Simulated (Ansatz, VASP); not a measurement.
## Be: VASP beside Ansatz

```
Be
1.0
     2.35623    0.00000    0.00000
    -1.17812    2.04056    0.00000
     0.00000    0.00000    3.36565
Be
2
Cartesian
  0.0000 1.3604 0.8414
  1.1781 0.6802 2.5242
```

Alike in both runs: task single point; functional PBEsol; k mesh 21 × 21 × 12; occupations gaussian, width 0.1 eV; no spin polarisation.

```csv
,VASP,Ansatz
version,VASP 6.6.1,Ansatz 0.2.0
potentials or method,"VASP PAW PBE potentials, release 64 (Be), cutoff 520 eV","scalar-relativistic, plane waves, PAW"
valence electrons in the cell,4,4
```

Ansatz gave:

```
gap on the k mesh at the Fermi level (eV)                     : none
pressure (GPa)                                                : -1.7
traceless stress, the component that is largest in VASP (GPa) : 18.75
```

Question: What did VASP give for the same quantities?

Answer: gap on the k mesh at the Fermi level (eV): none; pressure (GPa): -1.3; traceless stress, the component that is largest in VASP (GPa): 18.84.

VASP's potentials were made for PBE, not for PBEsol. A gap of «none» marks a metal or a gap that the smearing closes.
